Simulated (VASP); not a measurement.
A run of VASP 6.6.1 is set up as follows.

POSCAR

```
BP
1.0
    0.0000000000      2.3363148189      2.2682668145
    2.3363148189      0.0000000000      2.2682668145
    2.3363148189      2.3363148189      0.0000000000
B P
1 1
Direct
    0.0000000000      0.0000000000      0.0000000000
    0.7500000000      0.7500000000      0.7500000000
```

Contents of INCAR.step1:

```
PREC = Accurate
ENCUT = 520
ISMEAR = 0
SIGMA = 0.05
LREAL = F
LASPH = T
NELM = 100
NBANDS = 11
GGA = PE
ALGO = Normal
EDIFF = 1E-4
LWAVE = T
LCHARG = F
```

File INCAR.step2:

```
PREC = Accurate
ENCUT = 520
EDIFF = 1E-7
ISMEAR = 0
SIGMA = 0.05
LREAL = F
LASPH = T
NELM = 100
ALGO = Normal
ISIF = 2
LWAVE = F
LCHARG = F
METAGGA = R2SCAN
LMIXTAU = T
NBANDS = 11
ISTART = 1
```

File KPOINTS:

```
regular mesh
0
Gamma
  10 10 10
```

Potentials or basis: VASP PAW PBE potentials, release 64 (B, P).

Launch:

```bash
$ cat potpaw_PBE.64/B/POTCAR potpaw_PBE.64/P/POTCAR > POTCAR
$ cp INCAR.step1 INCAR
$ mpirun -np 1 vasp_std > vasp.out
$ cp INCAR.step2 INCAR
$ mpirun -np 1 vasp_std > vasp.out
```

(1) What does it give for the band gap on the k mesh?

(2) What does it give for the pressure?

Answers

(1) 1.07 eV, indirect (least direct gap 3.25 eV).

(2) -9.4 GPa.

Caveat: the cell differs from its parent crystal (strain +0.030 along x and y, +0.000 along z); the PAW data sets were made with another functional, which shifts forces and pressure a little.
